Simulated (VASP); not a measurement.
A run of VASP 6.6.1 is set up as follows.

INCAR

```
SYSTEM = ReSb
PREC = Accurate
ENCUT = 520
EDIFF = 1E-6
ISMEAR = -1
SIGMA = 0.08
LREAL = .FALSE.
LASPH = .TRUE.
NELM = 100
ALGO = Normal
ISIF = 2
LWAVE = .FALSE.
LCHARG = .FALSE.
GGA = PE
NBANDS = 13
```

Contents of KPOINTS:

```
regular mesh
0
G
  12 12 12
  0 0 0
```

Contents of POSCAR:

```
ReSb
1.0
    0.0000000000      3.0132607878      3.0132607878
    3.0132607878      0.0000000000      3.0132607878
    3.0132607878      3.0132607878      0.0000000000
Re Sb
1 1
Direct
    0.0000000000      0.0000000000      0.0000000000
    0.2500000000      0.2500000000      0.2500000000
```

Potentials or basis: VASP PAW PBE potentials, release 64 (Re, Sb).

Launch:

```bash
$ cat potpaw_PBE.64/Re/POTCAR potpaw_PBE.64/Sb/POTCAR > POTCAR
$ mpirun -np 1 vasp_std > vasp.out
```

(1) What does it give for the band gap on the k mesh?

(2) Predict the pressure.

## Answers

(1) zero (bands 6 and 7 overlap by 0.12 eV).

(2) -0.1 GPa.

Caveat: spin-orbit coupling is left out, which moves the levels of the heavy elements.
